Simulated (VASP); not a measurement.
Write the native input for VASP 6.6.1 that does the following.

| Quantity | Value |
| --- | --- |
| Task | single point |
| Functional | LDA |
| Potentials or basis | VASP PAW LDA potentials, release 64 (Sb, Mn_pv) |
| Cutoff | 520 eV |
| k mesh | 8 × 8 × 8 |
| Occupations | tetrahedron |
| Spin | collinear spin, ferromagnetic start |
| Starting moments | [0.0, 4.0] μB |
| Hubbard terms | Mn d U = 4.0 eV |
| Dipole correction | no |
| Further INCAR settings | ALGO = Normal; EDIFF = 1e-06; NBANDS = 20 |

The structure of MnSb lies in POSCAR:

```
MnSb
1.0
    0.0000000000      2.7950160000      2.7950160000
    2.7950160000      0.0000000000      2.7950160000
    2.7950160000      2.7950160000      0.0000000000
Sb Mn
1 1
Direct
    0.5000000000      0.5000000000      0.5000000000
    0.0000000000      0.0000000000      0.0000000000
```

One way to write it, as run:

INCAR

```
SYSTEM = MnSb
PREC = Accurate ; ENCUT = 520
EDIFF = 1E-6 ; ISMEAR = -5
SIGMA = 0.05 ; LREAL = .False.
LASPH = .True. ; NELM = 150
ALGO = Normal ; ISIF = 2
LWAVE = .False. ; LCHARG = .False.
ISPIN = 2 ; MAGMOM = 0 4
LORBIT = 11 ; LMAXMIX = 4
LDAU = .True. ; LDAUTYPE = 2
LDAUL = -1 2 ; LDAUU = 0 4
LDAUJ = 0 0 ; LDAUPRINT = 1
GGA = CA ; NBANDS = 20
```

KPOINTS

```
Automatic mesh
0
Gamma
  8 8 8
  0 0 0
```

Potentials or basis: VASP PAW LDA potentials, release 64 (Sb, Mn_pv).

Run with:

```sh
$ cat potpaw_LDA.64/Sb/POTCAR potpaw_LDA.64/Mn_pv/POTCAR > POTCAR
$ mpirun -np 1 vasp_std > vasp.out
```

Results of the run:

* Pressure: 0.0 GPa
* Net moment: 4.10 μB per cell
* Site moments: Sb -0.18; Mn +4.20 μB
* Valence electrons inside the program's atomic spheres: Sb 2.54; Mn 11.45

Caveat: a cell with one magnetic atom can't hold antiferromagnetic order, which such compounds often take; the U is typed as a test and isn't derived for this compound; tetrahedron occupations give inexact forces and stress in metals.

Wall time 30 s on 1 thread of Intel(R) Xeon(R) 6975P-C (Granite Rapids), on a shared host, peak memory 0.18 GiB.
